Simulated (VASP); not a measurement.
A run of VASP 6.6.1:

File INCAR:

```
SYSTEM = TiTe2
PREC     = Accurate       ! precision mode
ENCUT    = 600            ! plane-wave cutoff, eV
EDIFF    = 1E-7           ! SCF threshold, eV
ISMEAR   = 0              ! smearing method
SIGMA    = 0.1            ! smearing width, eV
LREAL    = .FALSE.        ! projectors in reciprocal space
LASPH    = .TRUE.         ! aspherical terms in the spheres
NELM     = 80             ! most SCF steps
ALGO     = Fast           ! electronic algorithm
ISIF     = 4              ! what is computed and relaxed
LWAVE    = .FALSE.        ! write WAVECAR
LCHARG   = .FALSE.        ! write CHGCAR
GGA      = PE             ! functional
IVDW     = 12             ! dispersion correction
IBRION   = 2              ! ionic algorithm
NSW      = 50             ! ionic steps
EDIFFG   = -0.01          ! ionic threshold
```

Contents of KPOINTS:

```
Automatic mesh
0
G
  15 15 8
  0 0 0
```

POSCAR

```
TiTe2
1.0
    3.5473314945      0.0000000000      0.0000000000
   -1.7736657472      3.0720791899      0.0000000000
    0.0000000000      0.0000000000      6.0985062381
Ti Te
1 2
Direct
    0.0000000000      0.0000000000      0.0000000000
    0.6666666667      0.3333333333      0.2820589696
    0.3333333333      0.6666666667      0.7179410304
```

Potentials or basis: VASP PAW PBE potentials, release 64 (Ti_sv, Te).

Command:

```bash
$ cat potpaw_PBE.64/Ti_sv/POTCAR potpaw_PBE.64/Te/POTCAR > POTCAR
$ mpirun -np 1 vasp_std > vasp.out
```

Hardware: 1 thread of Oxide Virtual Turin-like Processor (shared host).

Estimate the wall time of this run.

It took 24 min on 1 thread of Oxide Virtual Turin-like Processor, with other jobs on the host, peak memory 0.39 GiB. Counts: scf iterations 89, k points 192, ion steps 6.
